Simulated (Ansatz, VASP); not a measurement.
SiW2: VASP beside Ansatz

The input INCAR:

```
PREC     = Accurate       # precision mode
ENCUT    = 520            # plane-wave cutoff, eV
EDIFF    = 1E-6           # SCF threshold, eV
ISMEAR   = 0              # smearing method
SIGMA    = 0.1            # smearing width, eV
LREAL    = False          # projectors in reciprocal space
LASPH    = True           # aspherical terms in the spheres
NELM     = 60             # most SCF steps
ALGO     = Fast           # electronic algorithm
ISIF     = 2              # what is computed and relaxed
LWAVE    = False          # write WAVECAR
LCHARG   = False          # write CHGCAR
GGA      = PE             # functional
NBANDS   = 41             # bands
```

KPOINTS

```
regular mesh
0
Gamma
  10 10 4
```

The input POSCAR:

```
SiW2
1.0
    3.2009062736      0.0000000000      0.0000000000
    0.0000000000      3.2009062736      0.0000000000
    0.0000000000      0.0000000000      8.7336668863
Si W
2 4
Direct
    0.0000000000      0.5000000000      0.9194559970
    0.5000000000      0.0000000000      0.0805440030
    0.0000000000      0.5000000000      0.5884620207
    0.5000000000      0.0000000000      0.4115379793
    0.5000000000      0.0000000000      0.7739877577
    0.0000000000      0.5000000000      0.2260122423
```

Input for Ansatz:

```yaml
crystal:
  lattice:
    - [3.2009062736, 0.0, 0.0]
    - [0.0, 3.2009062736, 0.0]
    - [0.0, 0.0, 8.7336668863]
  atoms:
    - { symbol: Si, position: [0.0, 0.5, 0.919455997] }
    - { symbol: Si, position: [0.5, 0.0, 0.080544003] }
    - { symbol: W, position: [0.0, 0.5, 0.5884620207] }
    - { symbol: W, position: [0.5, 0.0, 0.4115379793] }
    - { symbol: W, position: [0.5, 0.0, 0.7739877577] }
    - { symbol: W, position: [0.0, 0.5, 0.2260122423] }
basis:
  ecutwfc: 420
kpoints:
  mp_grid: { grid: [10, 10, 4] }
  band_path:
    path:
      - [[0.0, 0.0, 0.0], [0.0, 0.5, 0.0], [0.5, 0.5, 0.0], [0.0, 0.0, 0.0], [0.0, 0.0, 0.5], [0.0, 0.5, 0.5], [0.5, 0.5, 0.5], [0.0, 0.0, 0.5]]
      - [[0.0, 0.5, 0.0], [0.0, 0.5, 0.5]]
      - [[0.5, 0.5, 0.0], [0.5, 0.5, 0.5]]
    npoints: 14
hamiltonian:
  xc: pbe
scf:
  occupations: { method: gaussian, width: 0.1 }
  n_extra_bands: 15
output:
  forces: true
  stress: true
  eigenvalues: true
  populations: true
  dos: { projected: true, de: 0.02, nscf_kmesh: { grid: [12, 12, 5] } }
  bader: true
  write_density: true
  write_potential: true
  elf: true
  volumetric_format: npy
```

Alike in both runs: task single point; functional PBE; k mesh 10 × 10 × 4; occupations gaussian, width 0.1 eV; no spin polarisation.

|  | VASP | Ansatz |
| --- | --- | --- |
| version | VASP 6.6.1 | Ansatz 0.2.0 |
| potentials or method | VASP PAW PBE potentials, release 64 (Si, W_sv), cutoff 520 eV | scalar-relativistic, plane waves, PAW |
| valence electrons in the cell | 64 | 64 |

|  | VASP | Ansatz | Ansatz less VASP |
| --- | --- | --- | --- |
| gap on the k mesh at the Fermi level (eV) | none | none | - |
| pressure (GPa) | 0.3 | 0.0 | -0.31 |
| rms of the force components (eV/Å) | 0.008 | 0.003 | -0.0044 |

Atom by atom the forces differ by 0.010 eV/Å (rms over components). A gap of «none» marks a metal or a gap that the smearing closes.

Spin-orbit coupling is off throughout.
